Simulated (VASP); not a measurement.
Crystal: ZnS.

```
Zn S
1.0
     3.82270    0.00000    0.00000
    -1.91135    3.31056    0.00000
     0.00000    0.00000   12.52000
Zn S
4 4
Direct
  0.66667 0.33333 0.75000
  0.33333 0.66667 0.25000
  0.00000 0.00000 0.50000
  0.00000 0.00000 0.00000
  0.66667 0.33333 0.93750
  0.33333 0.66667 0.43750
  0.00000 0.00000 0.68750
  0.00000 0.00000 0.18750
```

Base run:

| Quantity | Value |
| --- | --- |
| Program | VASP 6.6.1 |
| Functional | PBE exchange alone |
| Potentials or basis | VASP PAW PBE potentials, release 64 (Zn, S) |
| Cutoff | 520 eV |
| k mesh | 8 × 8 × 3 |
| Occupations | fermi-dirac, width 0.05 eV |
| Spin | no spin polarisation |

Its results: band gap on the k mesh 2.17 eV; pressure 11.8 GPa; largest force 0.062 eV/Å.

Problem. The run is repeated on the same cell with these changes: functional from PBE exchange alone to PBEsol. What comes out?

Solution. Band gap on the k mesh 2.00 eV; pressure -2.1 GPa; largest force 0.040 eV/Å.

Caveats: the cell stands under pressure (at least some runs); an odd mesh through Γ misses points on the zone boundary, where band edges can lie (at least some runs); the PAW data sets were made with another functional, which shifts forces and pressure a little (at least some runs).
